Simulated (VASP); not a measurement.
**AlN: single point with PBE**

The system is AlN.

```
Al N
1.0
     3.09233    0.00000    0.00000
    -1.54617    2.67804    0.00000
     0.00000    0.00000    4.98100
Al N
2 2
Direct
  0.33333 0.66667 0.00061
  0.66667 0.33333 0.50061
  0.33333 0.66667 0.38139
  0.66667 0.33333 0.88139
```

```yaml
Program: VASP 6.6.1
Task: single point
Functional: PBE
Potentials_or_basis: VASP PAW PBE potentials, release 64 (Al, N)
Cutoff: 520 eV
k_mesh: 8 × 8 × 5
Occupations: gaussian, width 0.05 eV
Spin: no spin polarisation
```

```json
{"Pressure": "6.4 GPa", "Band gap on the k mesh": "4.35 eV, direct"}
```

Stress tensor (GPa, compression positive):
```
6.97 0.00 0.00
0.00 6.97 0.00
0.00 0.00 5.12
```

Levels at points of the mesh, in eV from the valence-band top:
```
           k point  band 5  band 6  band 7  band 8  band 9  band 10  band 11  band 12
(0.00, 0.00, 0.00)   -0.81   -0.17   -0.17    0.00    4.35     6.86    10.71    11.33
(0.50, 0.00, 0.00)   -3.34   -2.05   -1.77   -0.66    5.82     5.92     8.33    10.39
```

It took 6.8 s on 1 thread of Intel(R) Xeon(R) 6975P-C (Granite Rapids), on a shared host, peak memory 0.15 GiB.

Expect the measured gap to be larger: semilocal functionals such as PBE lack the derivative discontinuity.
